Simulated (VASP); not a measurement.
## C: single point with LDA

Crystal: C.

```
CELL_PARAMETERS angstrom
0.00000 1.71942 1.85847
1.71942 0.00000 1.85847
1.71942 1.71942 0.00000
ATOMIC_POSITIONS crystal
C 0.50000 0.50000 0.50000
C 0.75000 0.75000 0.75000
```

This cell differs from its parent crystal: strain +e along x and -e along y +0.0000, strain +e along z and -e/2 along x and y +0.0525.

```yaml
Program: VASP 6.6.1
Task: single point
Functional: LDA
Potentials_or_basis: VASP PAW LDA potentials, release 64 (C)
Cutoff: 520 eV
k_mesh: 12 × 12 × 12
Occupations: gaussian, width 0.05 eV
Spin: no spin polarisation
Dipole_correction: no
Further_INCAR_settings: ALGO = Normal; EDIFF = 1e-06; NBANDS = 11
```

* Pressure: 2.8 GPa
* Band gap on the k mesh: 3.21 eV, indirect (least direct gap 4.94 eV)

Stress tensor (GPa, compression positive):
```
 29.51   0.00   0.00
  0.00  29.51   0.00
  0.00   0.00 -50.68
```

Levels at points of the mesh, in eV from the valence-band top:
| k point | band 1 | band 2 | band 3 | band 4 | band 5 | band 6 | band 7 | band 8 | band 9 |
| --- | --- | --- | --- | --- | --- | --- | --- | --- | --- |
| (0.00, 0.00, 0.00) | -22.18 | -1.31 | 0.00 | 0.00 | 4.94 | 4.94 | 5.89 | 13.73 | 19.06 |
| (0.50, 0.00, 0.00) | -16.13 | -14.13 | -4.05 | -2.54 | 6.74 | 8.42 | 10.00 | 15.32 | 21.40 |
| (0.50, 0.50, 0.00) | -14.08 | -14.08 | -6.09 | -6.09 | 5.61 | 5.61 | 16.34 | 16.34 | 22.21 |
| (0.50, 0.00, 0.50) | -12.83 | -12.83 | -7.26 | -7.26 | 3.77 | 3.77 | 16.48 | 16.48 | 23.16 |

Wall time 29 s on 1 thread of Intel Xeon 8259CL (shared host), peak memory 0.12 GiB.

Caveat: the cell differs from its parent crystal (strain +e along x and -e along y +0.0000, strain +e along z and -e/2 along x and y +0.0525). A k mesh can miss the band edges.
